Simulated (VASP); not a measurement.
# Ru (P6_3/mmc) in VASP: single point with r2SCAN

Aim: the single point of Ru with r2SCAN.

Everything below comes from runs of VASP 6.6.1. Logs are shortened: lines on timing, memory, paths and dates and some standing lists are left out, and cuts for length are marked.

### 1 The cell of the first run

It takes space group P6_3/mmc (No. 194, hexagonal). Conventional cell: a = 2.700 Å, b = 2.700 Å, c = 4.277 Å, α = 90.00°, β = 90.00°, γ = 120.00°. Ru (site symmetry -6m2) has 12 Ru at 2.65 to 2.70 Å within 3.5 Å.

### 2 Single point, r2SCAN

POSCAR reads:

```
Ru
1.0
    2.6999990271      0.0000000000      0.0000000000
   -1.3499995136      2.3382677476      0.0000000000
    0.0000000000      0.0000000000      4.2767984589
Ru
2
Direct
    0.3333333333      0.6666666667      0.7500000000
    0.6666666667      0.3333333333      0.2500000000
```

INCAR.step1 reads:

```
SYSTEM = Ru
  PREC = Accurate
  ENCUT = 620
  ISMEAR = 0
  SIGMA = 0.05
  LREAL = .FALSE.
  LASPH = .TRUE.
  NELM = 120
  NBANDS = 23
  GGA = PE
  ALGO = Normal
  EDIFF = 1E-5
  LWAVE = .TRUE.
  LCHARG = .FALSE.
  GGA_COMPAT = .FALSE.
```

INCAR.step2 reads:

```
SYSTEM = Ru
  PREC = Accurate
  ENCUT = 620
  EDIFF = 1E-6
  ISMEAR = 0
  SIGMA = 0.05
  LREAL = .FALSE.
  LASPH = .TRUE.
  NELM = 120
  ALGO = Normal
  ISIF = 2
  LWAVE = .FALSE.
  LCHARG = .TRUE.
  METAGGA = R2SCAN
  LMIXTAU = .TRUE.
  LELF = .TRUE.
  LVHAR = .TRUE.
  NBANDS = 23
  ISTART = 1
  GGA_COMPAT = .FALSE.
```

KPOINTS reads:

```
regular mesh
0
G
  14 14 8
  0 0 0
```

Potentials or basis: VASP PAW PBE potentials, release 64 (Ru_sv).

Launch:

```console
$ cat potpaw_PBE.64/Ru_sv/POTCAR > POTCAR
$ cp INCAR.step1 INCAR
$ mpirun -np 1 vasp_std > vasp.out
$ cp INCAR.step2 INCAR
$ mpirun -np 1 vasp_std > vasp.out
```

OUTCAR:

```text
SYSTEM = Ru
   PREC = Accurate
   ENCUT = 620
   EDIFF = 1E-6
   ISMEAR = 0
   LREAL = .FALSE.
   LASPH = .TRUE.
   NELM = 120
   ISIF = 2
   METAGGA = R2SCAN
   ISTART = 1

 ion  position               nearest neighbor table
   1  0.333  0.667  0.750-   2 2.65   2 2.65   2 2.65   2 2.65   2 2.65   2 2.65
   2  0.667  0.333  0.250-   1 2.65   1 2.65   1 2.65   1 2.65   1 2.65   1 2.65

  LATTYP: Found a hexagonal cell.
 ALAT       =     2.6999990271
 C/A-ratio  =     1.5840000000

  Lattice vectors:

 A1 = (   2.6999990271,   0.0000000000,   0.0000000000)
 A2 = (  -1.3499995136,   2.3382677476,   0.0000000000)
 A3 = (   0.0000000000,   0.0000000000,   4.2767984589)

Analysis of symmetry for initial positions (statically):
=====================================================================
 Subroutine PRICEL returns:
 Original cell was already a primitive cell.

 Routine SETGRP: Setting up the symmetry group for a
 hexagonal supercell.

 Subroutine GETGRP returns: Found 24 space group operations
 (whereof 12 operations were pure point group operations)
 out of a pool of 24 trial point group operations.

The static configuration has the point symmetry D_3d.
 The point group associated with its full space group is D_6h.

Analysis of symmetry for dynamics (positions and initial velocities):
=====================================================================
 Subroutine PRICEL returns:
 Original cell was already a primitive cell.

 Routine SETGRP: Setting up the symmetry group for a
 hexagonal supercell.

 Subroutine GETGRP returns: Found 24 space group operations
 (whereof 12 operations were pure point group operations)
 out of a pool of 24 trial point group operations.

The dynamic configuration has the point symmetry D_3d.
 The point group associated with its full space group is D_6h.

 Subroutine INISYM returns: Found 24 space group operations
 (whereof 12 operations are pure point group operations),
 and found     1 'primitive' translations

----------------------------------------------------------------------------------------

                                     Primitive cell

  volume of cell :      27.0008

  direct lattice vectors                    reciprocal lattice vectors
     2.699999027  0.000000000  0.000000000     0.370370504  0.213833510  0.000000000
    -1.349999514  2.338267748  0.000000000     0.000000000  0.427667020  0.000000000
     0.000000000  0.000000000  4.276798459     0.000000000  0.000000000  0.233819763

  length of vectors
     2.699999027  2.699999027  4.276798459     0.427667020  0.427667020  0.233819763

  position of ions in fractional coordinates (direct lattice)
     0.333333333  0.666666667  0.750000000
     0.666666667  0.333333333  0.250000000

  ion indices of the primitive-cell ions
   primitive index   ion index
                 1           1
                 2           2

----------------------------------------------------------------------------------------

 KPOINTS: regular mesh

Automatic generation of k-mesh.
 Grid dimensions read from file:
 generate k-points for:   14   14    8

 Generating k-lattice:

  Cartesian coordinates                     Fractional coordinates (reciprocal lattice)
     0.026455036  0.015273822  0.000000000     0.071428571  0.000000000  0.000000000
     0.000000000  0.030547644  0.000000000     0.000000000  0.071428571  0.000000000
     0.000000000  0.000000000  0.029227470     0.000000000  0.000000000  0.125000000

  Length of vectors
     0.030547644  0.030547644  0.029227470

  Shift w.r.t. Gamma in fractional coordinates (k-lattice)
     0.000000000  0.000000000  0.000000000

 Subroutine IBZKPT returns following result:
 ===========================================

 Found    120 irreducible k-points:

 Following reciprocal coordinates:
            Coordinates               Weight
  0.000000  0.000000  0.000000      1.000000
  0.071429  0.000000  0.000000      6.000000
  0.142857  0.000000  0.000000      6.000000
  0.214286 -0.000000  0.000000      6.000000
  0.285714  0.000000  0.000000      6.000000
  0.357143  0.000000  0.000000      6.000000
[... 16 lines left out ...]
  0.285714  0.285714  0.000000      6.000000
  0.357143  0.285714  0.000000      6.000000
 [... further k-points ...]
   k-points           NKPTS =    120   k-points in BZ     NKDIM =    120   number of bands    NBANDS=     23
   number of dos      NEDOS =    301   number of ions     NIONS =      2
   total plane-waves  NPLWV =  20736
   dimension x,y,z NGX =    24 NGY =   24 NGZ =   36
   dimension x,y,z NGXF=    48 NGYF=   48 NGZF=   72
   ions per type =               2
   NGX,Y,Z   is equivalent  to a cutoff of  14.78, 14.78, 13.99 a.u.
   NGXF,Y,Z  is equivalent  to a cutoff of  29.55, 29.55, 27.99 a.u.
 SYSTEM =  Ru
   PREC   = accura    normal or accurate (medium, high low for compatibility)
   ISTART =      1    job   : 0-new  1-cont  2-samecut
   ICHARG =      0    charge: 1-file 2-atom 10-const
   ISPIN  =      1    spin polarized calculation?
   LNONCOLLINEAR =      F non collinear calculations
   LSORBIT =      F    spin-orbit coupling
   LASPH  =      T    aspherical Exc in radial PAW
   ENCUT  =  620.0 eV  45.57 Ry    6.75 a.u.   5.48  5.48  8.68*2*pi/ulx,y,z
   NELM   =    120;   NELMIN=  2; NELMDL=  0     # of ELM steps
   EDIFF  = 0.1E-05   stopping-criterion for ELM
   LREAL  =      F    real-space projection
   EDIFFG = 0.1E-04   stopping-criterion for IOM
   NSW    =      0    number of steps for IOM
   IBRION =     -1    ionic relax: 0-MD 1-quasi-New 2-CG
   NFREE  =      0    steps in history (QN), initial steepest desc. (CG)
   ISIF   =      2    stress and relaxation
   ISYM   =      2    0-nonsym 1-usesym 2-fastsym
   POTIM  = 0.5000    time-step for ionic-motion
   TEBEG  =    0.0;   TEEND  =   0.0 temperature during run
   PSTRESS=    0.0 pullay stress
   NELECT =      32.0000    total number of electrons
   NUPDOWN=      -1.0000    fix difference up-down
   EMIN   =  10.00;   EMAX   =-10.00  energy-range for DOS
   EFERMI =   0.00;   METHOD = LEGACY
   ISMEAR =     0;   SIGMA  =   0.05  broadening in eV -4-tet -1-fermi 0-gaus
   EFERMI_NEDOS =   21; number of points for ismear=-14 and -15
   IALGO  =     38    algorithm
   IMIX   =      4    mixing-type and parameters
     AMIX     =   0.40;   BMIX     =  1.00
     AMIX_MAG =   1.60;   BMIX_MAG =  1.00
  volume/ion in A,a.u.               =      13.50        91.11
  Fermi-wavevector in a.u.,A,eV,Ry     =   1.732471  3.273895 40.837280  3.001455
  Thomas-Fermi vector in A             =   2.806641
   LORBIT       =      0    0 simple, 1 ext, 2 COOP (PROOUT), +10 PAW based schemes
   METAGGA = R2SCAN    functional components
   LHFCALC =     F    Hartree Fock is set to
   AEXX    =    0.0000 exact exchange contribution
   IVDW    =     0    specifies the selected vdW correction
   LEPSILON=     F    determine dielectric tensor
   LRPA    =     F    only Hartree local field effects (RPA)
 non-spin polarized calculation
 Gauss-broadening in eV      SIGMA  =   0.05
  energy-cutoff  :      620.00
  volume of cell :       27.00
 maximum number of plane-waves:       972
 NGX is ok and might be reduce to    24
   NGX = 11   NGY = 11   NGZ = 17

 number of electron      31.9999998 magnetization

 Free energy of the ion-electron system (eV)
  ---------------------------------------------------
  ext. energy  EPLUGINS =         0.00000000
  ---------------------------------------------------
  free energy    TOTEN  =       -50.93645633 eV

  energy without entropy =      -50.93352613  energy(sigma->0) =      -50.93499123

 E-fermi :  15.1375     XC(G=0): -15.5792

 val. band max:       15.1359786323   @ k =   0.0000   0.0000   0.3750
 cond. band min:      15.1561398018   @ k =   0.2857   0.1429   0.0000
 fundamental gap:      0.0201611695
 Fermi energy:        15.1375466128

 k-point     1 :       0.0000    0.0000    0.0000
  band No.  band energies     occupation
      1     -60.1916      2.00000
      2     -59.9617      2.00000
      3     -29.9487      2.00000
      4     -28.9201      2.00000
      5     -28.9201      2.00000
      6     -28.7355      2.00000
[... 15 lines left out ...]
     22      30.7254      0.00000
     23      33.3344      0.00000

 k-point     2 :       0.0714    0.0000    0.0000
  band No.  band energies     occupation
      1     -60.1832      2.00000
      2     -59.9584      2.00000
      3     -29.9296      2.00000
      4     -28.9609      2.00000
      5     -28.9338      2.00000
      6     -28.7778      2.00000
[... 15 lines left out ...]
     22      31.0626      0.00000
     23      33.5612      0.00000

 k-point     3 :       0.1429    0.0000    0.0000
  band No.  band energies     occupation
      1     -60.1593      2.00000
      2     -59.9494      2.00000
      3     -29.8742      2.00000
      4     -29.0750      2.00000
      5     -28.9712      2.00000
      6     -28.8947      2.00000
[... 15 lines left out ...]
     22      31.7551      0.00000
     23      34.0528      0.00000

 k-point     4 :       0.2143   -0.0000    0.0000
  band No.  band energies     occupation
      1     -60.1236      2.00000
      2     -59.9375      2.00000
      3     -29.7882      2.00000
      4     -29.2402      2.00000
      5     -29.0593      2.00000
      6     -29.0234      2.00000
[... 15 lines left out ...]
     22      31.1016      0.00000
     23      33.3950      0.00000

 k-point     5 :       0.2857    0.0000    0.0000
  band No.  band energies     occupation
      1     -60.0817      2.00000
      2     -59.9263      2.00000
      3     -29.6807      2.00000
      4     -29.4234      2.00000
      5     -29.2361      2.00000
      6     -29.0791      2.00000
[... 434 lines left out ...]
 k-point    22 :       0.3571    0.2143    0.0000
  band No.  band energies     occupation
      1     -59.9722      2.00000
      2     -59.9245      2.00000
      3     -29.6403      2.00000
      4     -29.4506      2.00000
      5     -29.3385      2.00000
      6     -29.3194      2.00000
[... 15 lines left out ...]
     22      28.0604      0.00000
     23      29.3632      0.00000

 k-point    23 :       0.2857    0.2857    0.0000
  band No.  band energies     occupation
      1     -59.9682      2.00000
      2     -59.9258      2.00000
      3     -29.5973      2.00000
      4     -29.4583      2.00000
      5     -29.3230      2.00000
      6     -29.3200      2.00000
[... 15 lines left out ...]
     22      28.3481      0.00000
     23      29.6812      0.00000

 k-point    24 :       0.3571    0.2857    0.0000
  band No.  band energies     occupation
      1     -59.9526      2.00000
      2     -59.9339      2.00000
      3     -29.6008      2.00000
      4     -29.4014      2.00000
      5     -29.3963      2.00000
      6     -29.2558      2.00000
[... 15 lines left out ...]
     22      29.4062      0.00000
     23      30.7466      0.00000

 [... further k-points ...]

------------------------ aborting loop because EDIFF is reached ----------------------------------------

  FORCE on cell =-STRESS in cart. coord.  units (eV):
  Direction    XX          YY          ZZ          XY          YZ          ZX
  --------------------------------------------------------------------------------------
  -------------------------------------------------------------------------------------
  Total        0.1492983      0.1492983     -0.3512742     -0.0000000      0.0000000      0.0000000
  in kB        8.8590827      8.8590827    -20.8439616     -0.0000000      0.0000000      0.0000000
  external PRESSURE =      -1.0419320 kB  Pullay stress =       0.0000000 kB

 VOLUME and BASIS-vectors are now :
 -----------------------------------------------------------------------------
  energy-cutoff  :      620.00
  volume of cell :       27.00
      direct lattice vectors                 reciprocal lattice vectors
     2.699999027  0.000000000  0.000000000     0.370370504  0.213833510  0.000000000
    -1.349999514  2.338267748  0.000000000     0.000000000  0.427667020  0.000000000
     0.000000000  0.000000000  4.276798459     0.000000000  0.000000000  0.233819763

 POSITION                                       TOTAL-FORCE (eV/Angst)
 -----------------------------------------------------------------------------------
     -0.00000      1.55885      3.20760         0.000000      0.000000      0.000000
      1.35000      0.77942      1.06920        -0.000000     -0.000000      0.000000
 -----------------------------------------------------------------------------------
    total drift:                               -0.000000      0.000000     -0.000000

  FREE ENERGIE OF THE ION-ELECTRON SYSTEM (eV)
  ---------------------------------------------------
  free  energy   TOTEN  =       -50.9364563332 eV

  energy  without entropy=      -50.9335261319  energy(sigma->0) =      -50.93499123
```

Run time: 3.3 min. Hardware: 1 thread of Intel Xeon Platinum 8259CL at 2.50GHz (Skylake/Cascade Lake), shared host; peak memory 0.21 GiB.

Results:

```
Free energy            : -50.9365 eV
Pressure               : -0.1 GPa
Band gap on the k mesh : zero (bands 16 and 17 overlap by 3.30 eV)
```

Levels at points of the mesh, in eV from the Fermi level:
| k point | band 12 | band 13 | band 14 | band 15 | band 16 | band 17 | band 18 | band 19 | band 20 | band 21 |
| --- | --- | --- | --- | --- | --- | --- | --- | --- | --- | --- |
| (0.00, 0.00, 0.00) | -2.70 | -2.53 | -1.99 | -1.99 | -1.45 | -1.45 | 1.26 | 1.26 | 1.36 | 10.86 |
| (0.50, 0.00, 0.00) | -3.15 | -2.18 | -1.86 | -1.58 | 1.53 | 1.96 | 2.02 | 4.29 | 6.48 | 11.68 |
| (0.00, 0.00, 0.50) | -2.87 | -2.87 | -2.87 | -2.83 | -2.83 | 0.59 | 0.59 | 0.59 | 0.59 | 15.09 |
| (0.50, 0.00, 0.50) | -4.76 | -1.09 | -1.09 | 0.49 | 0.49 | 1.79 | 1.79 | 3.58 | 3.58 | 11.13 |

Caveat: the PAW data sets were made with another functional, which shifts forces and pressure a little.

The gap in the log of VASP goes by the Fermi energy; the results here count the filled bands.